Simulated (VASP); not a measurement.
# ZnIr: vibrations by perturbation theory with PBEsol

ZnIr:

```xyz
2
Lattice="2.7553 0.0000 0.0000 -1.3777 2.3862 0.0000 0.0000 0.0000 4.1580" Properties=species:S:1:pos:R:3 pbc="T T T"
Ir    0.0000    0.0000    0.0000
Zn    1.3777    0.7954    2.0790
```

```yaml
Program: VASP 6.6.1
Task: vibrations by perturbation theory
Functional: PBEsol
Potentials_or_basis: VASP PAW PBE potentials, release 64 (Ir, Zn)
Cutoff: 500 eV
k_mesh: 14 × 14 × 8
Occupations: methfessel-paxton, width 0.2 eV
Spin: no spin polarisation
Dipole_correction: no
Further_INCAR_settings: ALGO = Normal; EDIFF = 1e-08; IBRION = 8; NSW = 1
```

The highest phonon frequency at Γ is 260 cm⁻¹.

Phonon frequencies in cm⁻¹ (negative: imaginary):
```tsv
q point	frequencies
(0.000, 0.000, 0.000)	0 0 0 125 125 260
```

Wall time 4.8 min on 1 thread of Intel(R) Xeon(R) 6975P-C (Granite Rapids), with other jobs on the host, peak memory 0.49 GiB.
